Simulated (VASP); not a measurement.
Set up this calculation in VASP 6.6.1, as the native input.

* Task: single point
* Functional: RPBE
* Potentials or basis: VASP PAW PBE potentials, release 64 (Mn_pv)
* Cutoff: 520 eV
* k mesh: 24 × 24 × 13
* Occupations: fermi-dirac, width 0.05 eV
* Spin: collinear spin, antiferromagnetic start
* Starting moments: [0.796, -0.796] μB
* Dipole correction: no
* Further INCAR settings: ALGO = Normal; EDIFF = 1e-06; NBANDS = 24

The structure of Mn lies in POSCAR:

```
Mn
1.0
    2.5053535497      0.0000000000      0.0000000000
   -1.2526767748      2.1696998195      0.0000000000
    0.0000000000      0.0000000000      4.0728517586
Mn
2
Direct
    0.3333333333      0.6666666667      0.2500000000
    0.6666666667      0.3333333333      0.7500000000
```

This isn't the form of Mn at room conditions, which is a 58-atom cubic cell.

These files were run (other wordings do the same):

INCAR

```
PREC = Accurate
ENCUT = 520
EDIFF = 1E-6
ISMEAR = -1
SIGMA = 0.05
LREAL = F
LASPH = T
NELM = 150
ALGO = Normal
ISIF = 2
LWAVE = F
LCHARG = T
ISPIN = 2
MAGMOM = 0.796 -0.796
LORBIT = 11
LMAXMIX = 4
GGA = RP
LELF = T
LVHAR = T
NBANDS = 24
```

KPOINTS

```
Automatic mesh
0
Gamma
  24 24 13
```

Potentials or basis: VASP PAW PBE potentials, release 64 (Mn_pv).

Run with:

```sh
$ cat potpaw_PBE.64/Mn_pv/POTCAR > POTCAR
$ mpirun -np 1 vasp_std > vasp.out
```

Results of the run:

* Pressure: 0.6 GPa
* Band gap on the k mesh: zero (filled and empty bands overlap)
* Net moment: 0.00 μB per cell
* Site moments: Mn +0.87, -0.87 μB
* Valence electrons inside the program's atomic spheres: Mn 11.92

Caveat: the antiferromagnetic order is the one typed at the start, and another may lie lower; the PAW data sets were made with another functional, which shifts forces and pressure a little.

Run time: 5.2 min on 1 thread of Intel(R) Xeon(R) Platinum 8488C (Sapphire Rapids) (shared host), peak memory 0.39 GiB.
